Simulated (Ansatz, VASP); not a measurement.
**Two plane-wave programs on ZnO**

The input INCAR:

```
PREC     = Accurate       # precision mode
ENCUT    = 520            # plane-wave cutoff, eV
EDIFF    = 1E-6           # SCF threshold, eV
ISMEAR   = -1             # smearing method
SIGMA    = 0.02           # smearing width, eV
LREAL    = F              # projectors in reciprocal space
LASPH    = T              # aspherical terms in the spheres
NELM     = 80             # most SCF steps
ALGO     = Normal         # electronic algorithm
ISIF     = 2              # what is computed and relaxed
LWAVE    = F              # write WAVECAR
LCHARG   = T              # write CHGCAR
GGA      = PE             # functional
LELF     = T              # ELF
LVHAR    = T            
NBANDS   = 16             # bands
```

The input KPOINTS:

```
Automatic mesh
0
Gamma
  10 10 10
```

Contents of POSCAR:

```
ZnO
1.0
    0.0000000000      2.1337703963      2.1337703963
    2.0590884324      0.0000000000      2.1337703963
    2.0590884324      2.1337703963      0.0000000000
Zn O
1 1
Direct
    0.0000000000      0.0000000000      0.0000000000
    0.5000000000      0.5000000000      0.5000000000
```

Input for Ansatz:

```yaml
crystal:
  lattice:
    - [0.0, 2.1337703963, 2.1337703963]
    - [2.0590884324, 0.0, 2.1337703963]
    - [2.0590884324, 2.1337703963, 0.0]
  atoms:
    - { symbol: Zn, position: [0.0, 0.0, 0.0] }
    - { symbol: O, position: [0.5, 0.5, 0.5] }
kpoints:
  mp_grid: { grid: [10, 10, 10] }
  band_path:
    path:
      - [0.0, 0.0, 0.0]
      - [0.5, 0.0, 0.5]
      - [0.625, 0.25, 0.625]
      - [0.375, 0.375, 0.75]
      - [0.5, 0.5, 0.5]
      - [0.5, 0.25, 0.75]
      - [0.0, 0.0, 0.5]
    npoints: 1
hamiltonian:
  xc: pbe
scf:
  occupations: { method: fermi_dirac, width: 0.02 }
  n_extra_bands: 4
output:
  forces: true
  stress: true
  eigenvalues: true
```

Change from the starting cell: uniaxial_x strain -3.5%.

Alike in both runs: task single point; functional PBE; k mesh 10 × 10 × 10; occupations fermi-dirac, width 0.02 eV; no spin polarisation.

|  | VASP | Ansatz |
| --- | --- | --- |
| version | VASP 6.6.1 | Ansatz 0.2.0 |
| potentials or method | VASP PAW PBE potentials, release 64 (Zn, O) | plane waves, PAW |
| plane-wave cutoff (eV) | 520 | 420 |
| valence electrons in the cell | 18 | 18 |

```tsv
	VASP	Ansatz	Ansatz less VASP
gap on the k mesh at the Fermi level (eV)	0.99	1.02	+0.035
pressure (GPa)	17.5	16.1	-1.42
traceless stress, the component that is largest in VASP (GPa)	4.10	3.75	-0.344
```
